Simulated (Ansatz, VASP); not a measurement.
# Sc: VASP beside Ansatz

```
CELL_PARAMETERS angstrom
3.31948 0.00000 0.00000
-1.65974 2.87475 0.00000
0.00000 0.00000 5.16265
ATOMIC_POSITIONS crystal
Sc 0.33333 0.66667 0.25000
Sc 0.66667 0.33333 0.75000
```

Alike in both runs: task single point; functional PBE; k mesh 15 × 15 × 8; occupations gaussian, width 0.1 eV; no spin polarisation.

```csv
,VASP,Ansatz
version,VASP 6.6.1,Ansatz 0.2.0
potentials or method,"VASP PAW PBE potentials, release 64 (Sc_sv), cutoff 520 eV","scalar-relativistic, plane waves, PAW"
valence electrons in the cell,22,22
```

|  | VASP | Ansatz | Ansatz less VASP |
| --- | --- | --- | --- |
| gap on the k mesh at the Fermi level (eV) | none | none | - |
| pressure (GPa) | 0.0 | 0.0 | -0.03 |

A gap of «none» marks a metal or a gap that the smearing closes.
